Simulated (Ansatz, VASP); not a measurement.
**Al3GaN4 in VASP and in Ansatz**

```
CELL_PARAMETERS angstrom
0.00000 0.00000 -5.04286
3.12979 5.42096 0.00000
3.12747 -5.41962 0.00000
ATOMIC_POSITIONS crystal
Al 0.00267 0.16854 0.33378
Al 0.00292 0.16687 0.83375
Al 0.00267 0.66524 0.33378
Al 0.50267 0.33146 0.66622
Al 0.50292 0.33313 0.16625
Al 0.50267 0.83476 0.66622
Ga 0.00163 0.66573 0.83146
Ga 0.50163 0.83427 0.16854
N 0.62585 0.17404 0.33675
N 0.62393 0.16689 0.83378
N 0.62585 0.66271 0.33675
N 0.61448 0.66336 0.82672
N 0.12585 0.32596 0.66325
N 0.12393 0.33311 0.16622
N 0.12585 0.83729 0.66325
N 0.11448 0.83664 0.17328
```

Alike in both runs: task single point; functional r2SCAN; k mesh 6 × 4 × 4; occupations gaussian, width 0.02 eV; no spin polarisation.

|  | VASP | Ansatz |
| --- | --- | --- |
| version | VASP 6.6.1 | Ansatz 0.2.0 |
| potentials or method | VASP PAW PBE potentials, release 64 (Al, Ga_d, N), cutoff 520 eV | scalar-relativistic, plane waves, PAW |
| valence electrons in the cell | 84 | 84 |

|  | VASP | Ansatz | Ansatz less VASP |
| --- | --- | --- | --- |
| gap on the k mesh at the Fermi level (eV) | 4.15 | 4.13 | -0.022 |
| least direct gap on the mesh (eV) | 4.15 | 4.13 | -0.022 |
| pressure (GPa) | -0.9 | -0.9 | -0.01 |
| rms of the force components (eV/Å) | 0.052 | 0.024 | -0.0281 |

VASP's potentials were made for PBE, not for r2SCAN.
